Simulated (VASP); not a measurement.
Here is a VASP 6.6.1 calculation.

File INCAR:

```
SYSTEM = LaNb4O
ALGO     = Normal         ! electronic algorithm
EDIFF    = 1E-7           ! SCF threshold, eV
EDIFFG   = -0.04          ! ionic threshold
ENCUT    = 600            ! plane-wave cutoff, eV
GGA      = PE             ! functional
IBRION   = 2              ! ionic algorithm
ISIF     = 3              ! what is computed and relaxed
ISMEAR   = 0              ! smearing method
LASPH    = .TRUE.         ! aspherical terms in the spheres
LCHARG   = .FALSE.        ! write CHGCAR
LREAL    = .FALSE.        ! projectors in reciprocal space
LWAVE    = .FALSE.        ! write WAVECAR
NELM     = 60             ! most SCF steps
NSW      = 90             ! ionic steps
PREC     = Accurate       ! precision mode
SIGMA    = 0.1            ! smearing width, eV
```

Contents of KPOINTS:

```
k-points
0
G
  6 6 2
  0 0 0
```

POSCAR

```
LaNb4O
1.0
    3.7344306867      0.0000000000      0.0000000000
    0.0000000000      3.7344306867      0.0000000000
    0.0000000000      0.0000000000      9.3460412869
La Nb O
1 4 1
Direct
    0.5000000000      0.5000000000      0.0000000000
    0.0000000000      0.5000000000      0.6387055497
    0.5000000000      0.0000000000      0.6387055497
    0.0000000000      0.5000000000      0.3612944503
    0.5000000000      0.0000000000      0.3612944503
    0.0000000000      0.0000000000      0.0000000000
```

Potentials or basis: VASP PAW PBE potentials, release 64 (La, Nb_sv, O).

Launch:

```sh
$ cat potpaw_PBE.64/La/POTCAR potpaw_PBE.64/Nb_sv/POTCAR potpaw_PBE.64/O/POTCAR > POTCAR
$ mpirun -np 1 vasp_std > vasp.out
```

(1) Predict the relaxed cell.

(2) Predict the relaxed volume.

(3) Predict the space group after relaxing (to 0.05 Å).

Results:

(1) a = 3.726 Å, b = 3.726 Å, c = 9.470 Å, α = 90.00°, β = 90.00°, γ = 90.00°.

(2) 21.91 Å³/atom.

(3) P4/mmm (No. 123).

Caveat: an odd number of electrons without spin polarisation forces a metal; a magnetic or distorted state may lie lower.
